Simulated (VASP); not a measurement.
Input of a VASP 6.6.1 run:

File INCAR:

```
SYSTEM = Si7C8O
  PREC = Accurate
  ENCUT = 520
  EDIFF = 1E-6
  ISMEAR = -1
  SIGMA = 0.05
  LREAL = Auto
  LASPH = .True.
  NELM = 60
  ALGO = Normal
  ISIF = 2
  LWAVE = .False.
  LCHARG = .False.
  NBANDS = 47
```

File KPOINTS:

```
Automatic mesh
0
Gamma
  2 2 2
  0.5 0.5 0.5
```

Contents of POSCAR:

```
Si7C8O
1.0
    8.7137060000      0.0000000000      0.0000000000
    0.0000000000      4.3568530000      0.0000000000
    0.0000000000      0.0000000000      4.3568530000
Si C O
7 8 1
Direct
    0.9866540000      0.0248750000      0.0051980000
    0.4924820000      0.9702120000      0.9978750000
    0.2558190000      0.4920440000      0.0078250000
    0.7559320000      0.5141610000      0.0114420000
    0.2458210000      0.9941830000      0.5353580000
    0.7553520000      0.0056310000      0.4997760000
    0.0039520000      0.5024610000      0.5074460000
    0.1405050000      0.2735110000      0.2457740000
    0.6076550000      0.2408150000      0.2168870000
    0.3852460000      0.7865260000      0.2472330000
    0.8830020000      0.7482090000      0.2692240000
    0.3752100000      0.2441180000      0.7756770000
    0.8643480000      0.2241520000      0.7728160000
    0.1103500000      0.7549540000      0.7606320000
    0.6209930000      0.7578570000      0.7418240000
    0.3760420000      0.7359730000      0.7333080000
```

Potentials or basis: VASP PAW LDA potentials, release 64 (Si, C, O).

Command:

```bash
$ cat potpaw_LDA.64/Si/POTCAR potpaw_LDA.64/C/POTCAR potpaw_LDA.64/O/POTCAR > POTCAR
$ mpirun -np 1 vasp_std > vasp.out
```

(1) What does it give for the band gap on the k mesh?

(2) Predict the pressure.

(3) Predict the largest force.

Answers

(1) 0.21 eV.

(2) 6.5 GPa.

(3) 7.721 eV/Å.

Caveat: the k points lie up to 0.72 Å⁻¹ apart.
